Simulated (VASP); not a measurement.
# Ga9P8 (a cell with a defect) in VASP: single point with PBE

Aim: the single point of Ga9P8 (a cell with a defect) with PBE.

Program: VASP 6.6.1. These are calculated values, not measurements. Logs are shortened: lines on timing, memory, paths and dates and some standing lists are left out, and cuts for length are marked.

### Step 1. The cell of the first run

The cell holds a defect, 17 atoms: a = 7.785 Å, b = 7.785 Å, c = 7.785 Å, α = 60.00°, β = 60.00°, γ = 60.00°.

### Step 2. Single point, PBE

Contents of INCAR:

```
PREC     = Accurate       # precision mode
ENCUT    = 520            # plane-wave cutoff, eV
EDIFF    = 1E-6           # SCF threshold, eV
ISMEAR   = 0              # smearing method
SIGMA    = 0.02           # smearing width, eV
LREAL    = Auto         
LASPH    = True           # aspherical terms in the spheres
NELM     = 80             # most SCF steps
ALGO     = Normal         # electronic algorithm
ISIF     = 2              # what is computed and relaxed
LWAVE    = False          # write WAVECAR
LCHARG   = True           # write CHGCAR
GGA      = PE             # functional
LELF     = True           # ELF
LVHAR    = True         
NBANDS   = 92             # bands
```

Contents of KPOINTS:

```
regular mesh
0
Gamma
  2 2 2
```

Contents of POSCAR:

```
Ga9P8
1.0
    0.0000000000      5.5051169748     -5.5051169748
    5.5051169748      5.5051169748      0.0000000000
    5.5051169748      0.0000000000     -5.5051169748
Ga P
9 8
Direct
    0.5219781910      0.5218793739     -0.0659815226
    0.4873740217      0.0034371658      0.0080170867
    1.0035286308      0.4874184349      0.0078113690
    1.0012668260      0.0012949770      0.0140672760
    0.4878436757      0.4877256037      0.4900161999
    0.4845532824      0.0341648508      0.4964129759
    1.0342219840      0.4846672672      0.4961789209
    0.9865567843     -0.0133318693      0.5457160154
    0.7209997568      0.7210242794      0.3396233011
    0.3942067916      0.3941188734      0.3163944577
    0.3507242460      0.8826531793      0.3868226615
    0.8827427323      0.3507761976      0.3866250272
    0.8801239869      0.8802091803      0.3927045529
    0.3751664151      0.3750697777      0.8595150696
    0.3727461214      0.8889787488      0.8652827945
    0.8891142590      0.3727641046      0.8650620907
    0.8635973626      0.8636169807      0.9126657114
```

Potentials or basis: VASP PAW PBE potentials, release 64 (Ga_d, P).

Run with:

```
$ cat potpaw_PBE.64/Ga_d/POTCAR potpaw_PBE.64/P/POTCAR > POTCAR
$ mpirun -np 1 vasp_std > vasp.out
```

OUTCAR:

```text
PREC = Accurate
   ENCUT = 520
   EDIFF = 1E-6
   ISMEAR = 0
   LREAL = Auto
   LASPH = True
   NELM = 80
   ISIF = 2
   GGA = PE

 ion  position               nearest neighbor table
   1  0.522  0.522  0.934-  15 2.36  16 2.36  14 2.36  10 2.43
   2  0.487  0.003  0.008-  15 2.37  14 2.37  17 2.40  11 2.41
   3  0.004  0.487  0.008-  16 2.37  14 2.37  17 2.40  12 2.41
   4  0.001  0.001  0.014-  15 2.37  16 2.37  17 2.40  13 2.41
   5  0.488  0.488  0.490-  10 2.32  14 2.35  12 2.52  11 2.52   9 2.65
   6  0.485  0.034  0.496-  10 2.32  15 2.35  11 2.52  13 2.52   9 2.66
   7  0.034  0.485  0.496-  10 2.32  16 2.35  12 2.52  13 2.52   9 2.66
   8  0.987  0.987  0.546-  12 2.33  11 2.33  17 2.33  13 2.34
   9  0.721  0.721  0.340-  13 2.41  11 2.41  12 2.41   5 2.65   7 2.66   6 2.66  17 2.71
  10  0.394  0.394  0.316-   5 2.32   7 2.32   6 2.32   1 2.43
  11  0.351  0.883  0.387-   8 2.33   2 2.41   9 2.41   6 2.52   5 2.52
  12  0.883  0.351  0.387-   8 2.33   3 2.41   9 2.41   7 2.52   5 2.52
  13  0.880  0.880  0.393-   8 2.34   4 2.41   9 2.41   7 2.52   6 2.52
  14  0.375  0.375  0.860-   5 2.35   1 2.36   3 2.37   2 2.37
  15  0.373  0.889  0.865-   6 2.35   1 2.36   2 2.37   4 2.37
  16  0.889  0.373  0.865-   7 2.35   1 2.36   3 2.37   4 2.37
  17  0.864  0.864  0.913-   8 2.33   3 2.40   2 2.40   4 2.40   9 2.71

  LATTYP: Found a face centered cubic cell.
 ALAT       =    11.0102339496

  Lattice vectors:

 A1 = (   0.0000000000,   5.5051169748,  -5.5051169748)
 A2 = (   5.5051169748,   5.5051169748,   0.0000000000)
 A3 = (   5.5051169748,   0.0000000000,  -5.5051169748)

Analysis of symmetry for initial positions (statically):
=====================================================================
 Subroutine PRICEL returns:
 Original cell was already a primitive cell.

 Routine SETGRP: Setting up the symmetry group for a
 face centered cubic supercell.

 Subroutine GETGRP returns: Found  1 space group operations
 (whereof  1 operations were pure point group operations)
 out of a pool of 48 trial point group operations.

The static configuration has the point symmetry C_1 .

Analysis of symmetry for dynamics (positions and initial velocities):
=====================================================================
 Subroutine PRICEL returns:
 Original cell was already a primitive cell.

 Routine SETGRP: Setting up the symmetry group for a
 face centered cubic supercell.

 Subroutine GETGRP returns: Found  1 space group operations
 (whereof  1 operations were pure point group operations)
 out of a pool of 48 trial point group operations.

The dynamic configuration has the point symmetry C_1 .

 Subroutine INISYM returns: Found  1 space group operations
 (whereof  1 operations are pure point group operations),
 and found     1 'primitive' translations

----------------------------------------------------------------------------------------

                                     Primitive cell

  volume of cell :     333.6796

  direct lattice vectors                    reciprocal lattice vectors
     0.000000000  5.505116975 -5.505116975    -0.090824591  0.090824591 -0.090824591
     5.505116975  5.505116975  0.000000000     0.090824591  0.090824591  0.090824591
     5.505116975  0.000000000 -5.505116975     0.090824591 -0.090824591 -0.090824591

  length of vectors
     7.785411088  7.785411088  7.785411088     0.157312807  0.157312807  0.157312807

  position of ions in fractional coordinates (direct lattice)
     0.521978191  0.521879374  0.934018477
     0.487374022  0.003437166  0.008017087
     0.003528631  0.487418435  0.007811369
     0.001266826  0.001294977  0.014067276
     0.487843676  0.487725604  0.490016200
     0.484553282  0.034164851  0.496412976
[... 9 lines left out ...]
     0.889114259  0.372764105  0.865062091
     0.863597363  0.863616981  0.912665711

  ion indices of the primitive-cell ions
   primitive index   ion index
                 1           1
                 2           2
                 3           3
                 4           4
                 5           5
                 6           6
[... 9 lines left out ...]
                16          16
                17          17

----------------------------------------------------------------------------------------

 KPOINTS: regular mesh

Automatic generation of k-mesh.
 Grid dimensions read from file:
 generate k-points for:    2    2    2

 Generating k-lattice:

  Cartesian coordinates                     Fractional coordinates (reciprocal lattice)
    -0.045412296  0.045412296 -0.045412296     0.500000000  0.000000000  0.000000000
     0.045412296  0.045412296  0.045412296     0.000000000  0.500000000  0.000000000
     0.045412296 -0.045412296 -0.045412296     0.000000000  0.000000000  0.500000000

  Length of vectors
     0.078656403  0.078656403  0.078656403

  Shift w.r.t. Gamma in fractional coordinates (k-lattice)
     0.000000000  0.000000000  0.000000000

 Subroutine IBZKPT returns following result:
 ===========================================

 Found      8 irreducible k-points:

 Following reciprocal coordinates:
            Coordinates               Weight
  0.000000  0.000000  0.000000      1.000000
  0.500000  0.000000  0.000000      1.000000
  0.000000  0.500000  0.000000      1.000000
  0.000000  0.000000  0.500000      1.000000
  0.500000  0.500000  0.500000      1.000000
  0.500000  0.500000  0.000000      1.000000
  0.000000  0.500000  0.500000      1.000000
  0.500000  0.000000  0.500000      1.000000
   k-points           NKPTS =      8   k-points in BZ     NKDIM =      8   number of bands    NBANDS=     92
   number of dos      NEDOS =    301   number of ions     NIONS =     17
   total plane-waves  NPLWV = 216000
   dimension x,y,z NGX =    60 NGY =   60 NGZ =   60
   dimension x,y,z NGXF=   120 NGYF=  120 NGZF=  120
   ions per type =               9   8
   NGX,Y,Z   is equivalent  to a cutoff of  12.81, 12.81, 12.81 a.u.
   NGXF,Y,Z  is equivalent  to a cutoff of  25.62, 25.62, 25.62 a.u.
 SYSTEM =  unknown system
   PREC   = accura    normal or accurate (medium, high low for compatibility)
   ISTART =      0    job   : 0-new  1-cont  2-samecut
   ICHARG =      2    charge: 1-file 2-atom 10-const
   ISPIN  =      1    spin polarized calculation?
   LNONCOLLINEAR =      F non collinear calculations
   LSORBIT =      F    spin-orbit coupling
   LASPH  =      T    aspherical Exc in radial PAW
   ENCUT  =  520.0 eV  38.22 Ry    6.18 a.u.  14.48 14.48 14.48*2*pi/ulx,y,z
   NELM   =     80;   NELMIN=  2; NELMDL= -5     # of ELM steps
   EDIFF  = 0.1E-05   stopping-criterion for ELM
   LREAL  =      T    real-space projection
   EDIFFG = 0.1E-04   stopping-criterion for IOM
   NSW    =      0    number of steps for IOM
   IBRION =     -1    ionic relax: 0-MD 1-quasi-New 2-CG
   NFREE  =      0    steps in history (QN), initial steepest desc. (CG)
   ISIF   =      2    stress and relaxation
   ISYM   =      2    0-nonsym 1-usesym 2-fastsym
   POTIM  = 0.5000    time-step for ionic-motion
   TEBEG  =    0.0;   TEEND  =   0.0 temperature during run
   PSTRESS=    0.0 pullay stress
   NELECT =     157.0000    total number of electrons
   NUPDOWN=      -1.0000    fix difference up-down
   EMIN   =  10.00;   EMAX   =-10.00  energy-range for DOS
   EFERMI =   0.00;   METHOD = LEGACY
   ISMEAR =     0;   SIGMA  =   0.02  broadening in eV -4-tet -1-fermi 0-gaus
   EFERMI_NEDOS =   21; number of points for ismear=-14 and -15
   IALGO  =     38    algorithm
   IMIX   =      4    mixing-type and parameters
     AMIX     =   0.40;   BMIX     =  1.00
     AMIX_MAG =   1.60;   BMIX_MAG =  1.00
  volume/ion in A,a.u.               =      19.63       132.46
  Fermi-wavevector in a.u.,A,eV,Ry     =   1.273302  2.406192 22.059106  1.621299
  Thomas-Fermi vector in A             =   2.406133
   LORBIT       =      0    0 simple, 1 ext, 2 COOP (PROOUT), +10 PAW based schemes
   GGA     = PE    functional components
   LHFCALC =     F    Hartree Fock is set to
   AEXX    =    0.0000 exact exchange contribution
   IVDW    =     0    specifies the selected vdW correction
   LEPSILON=     F    determine dielectric tensor
   LRPA    =     F    only Hartree local field effects (RPA)
 non-spin polarized calculation
 Gauss-broadening in eV      SIGMA  =   0.02
  energy-cutoff  :      520.00
  volume of cell :      333.68
 maximum number of plane-waves:      9089
 NGX is ok and might be reduce to    60
   NGX = 29   NGY = 29   NGZ = 29

 number of electron     157.0000003 magnetization

 Free energy of the ion-electron system (eV)
  ---------------------------------------------------
  ext. energy  EPLUGINS =         0.00000000
  ---------------------------------------------------
  free energy    TOTEN  =       -71.31364910 eV

  energy without entropy =      -71.31345892  energy(sigma->0) =      -71.31355401

 E-fermi :   6.2251     XC(G=0): -10.0358

 val. band max:        6.1922443012   @ k =   0.0000   0.0000   0.0000
 cond. band min:       6.2579328247   @ k =   0.0000   0.0000   0.0000
 fundamental gap:      0.0656885235
 Fermi energy:         6.2250885629

 k-point     1 :       0.0000    0.0000    0.0000
  band No.  band energies     occupation
      1      -9.8243      2.00000
      2      -9.8046      2.00000
      3      -9.8033      2.00000
      4      -9.7722      2.00000
      5      -9.7649      2.00000
      6      -9.7633      2.00000
[... 82 lines left out ...]
     89       7.9978      0.00000
     90       8.0170      0.00000

 k-point     2 :       0.5000    0.0000    0.0000
  band No.  band energies     occupation
      1      -9.8228      2.00000
      2      -9.7948      2.00000
      3      -9.7832      2.00000
      4      -9.7702      2.00000
      5      -9.7673      2.00000
      6      -9.7595      2.00000
[... 547 lines left out ...]
     89       9.0921      0.00000
     90       9.2394      0.00000

 k-point     8 :       0.5000    0.0000    0.5000
  band No.  band energies     occupation
      1      -9.8196      2.00000
      2      -9.7922      2.00000
      3      -9.7836      2.00000
      4      -9.7682      2.00000
      5      -9.7607      2.00000
      6      -9.7572      2.00000
[... 82 lines left out ...]
     89       9.0919      0.00000
     90       9.2393      0.00000
 [bands above 90 left out]

------------------------ aborting loop because EDIFF is reached ----------------------------------------

  FORCE on cell =-STRESS in cart. coord.  units (eV):
  Direction    XX          YY          ZZ          XY          YZ          ZX
  --------------------------------------------------------------------------------------
  -------------------------------------------------------------------------------------
  Total       11.8220388     12.0695697     11.8313464      1.0756253     -1.0729661      1.1643054
  in kB       56.7640418     57.9525727     56.8087328      5.1646627     -5.1518942      5.5904636
  external PRESSURE =      57.1751158 kB  Pullay stress =       0.0000000 kB

 VOLUME and BASIS-vectors are now :
 -----------------------------------------------------------------------------
  energy-cutoff  :      520.00
  volume of cell :      333.68
      direct lattice vectors                 reciprocal lattice vectors
     0.000000000  5.505116975 -5.505116975    -0.090824591  0.090824591 -0.090824591
     5.505116975  5.505116975  0.000000000     0.090824591  0.090824591  0.090824591
     5.505116975  0.000000000 -5.505116975     0.090824591 -0.090824591 -0.090824591

 POSITION                                       TOTAL-FORCE (eV/Angst)
 -----------------------------------------------------------------------------------
      8.01489      5.74656     -8.01543         0.201027     -0.203441     -0.200328
      0.06306      2.70197     -2.72719         0.003861     -0.007468     -0.001967
      2.72630      2.70272     -0.06243         0.002894     -0.007839     -0.004397
      0.08457      0.01410     -0.08442         0.002648      0.017142     -0.003080
      5.38258      5.37062     -5.38323         0.064821      0.025503     -0.064458
      2.92089      2.85560     -5.40033        -0.066776     -0.042994     -0.060631
[... 9 lines left out ...]
      6.81438      6.94679     -9.65695         0.034763     -0.006795      0.033387
      9.77864      9.50852     -9.77854        -0.009631     -0.008836      0.009787
 -----------------------------------------------------------------------------------
    total drift:                                0.005944     -0.003593     -0.006785

  FREE ENERGIE OF THE ION-ELECTRON SYSTEM (eV)
  ---------------------------------------------------
  free  energy   TOTEN  =       -71.3136490971 eV

  energy  without entropy=      -71.3134589184  energy(sigma->0) =      -71.31355401
```

It took 16 min on 1 thread of Intel Xeon 8259CL, shared host; peak memory 0.56 GiB.

Results:

| Item | Value |
| --- | --- |
| Free energy | -71.3136 eV |
| Pressure | 5.7 GPa |
| Largest force | 0.819 eV/Å |
| Band gap on the k mesh | zero (an odd number of electrons rules out a gap without spin polarisation) |

Forces on the atoms (eV/Å):
```
Ga   0.201 -0.203 -0.200
Ga   0.004 -0.007 -0.002
Ga   0.003 -0.008 -0.004
Ga   0.003  0.017 -0.003
Ga   0.065  0.026 -0.064
Ga  -0.067 -0.043 -0.061
Ga   0.061 -0.043  0.065
Ga  -0.004 -0.036  0.003
Ga  -0.466  0.486  0.466
P    0.105 -0.085 -0.105
P    0.038 -0.062  0.001
P   -0.001 -0.063 -0.039
P    0.031  0.023 -0.032
P    0.036  0.021 -0.036
P   -0.034 -0.006 -0.033
P    0.035 -0.007  0.033
P   -0.010 -0.009  0.010
```

Stress tensor (GPa, compression positive):
```
 5.68  0.52  0.56
 0.52  5.80 -0.52
 0.56 -0.52  5.68
```

Caveat: the k points lie up to 0.49 Å⁻¹ apart, too coarse for converged energies and pressures of a metal.

The gap in the log of VASP goes by the Fermi energy; the results here count the filled bands.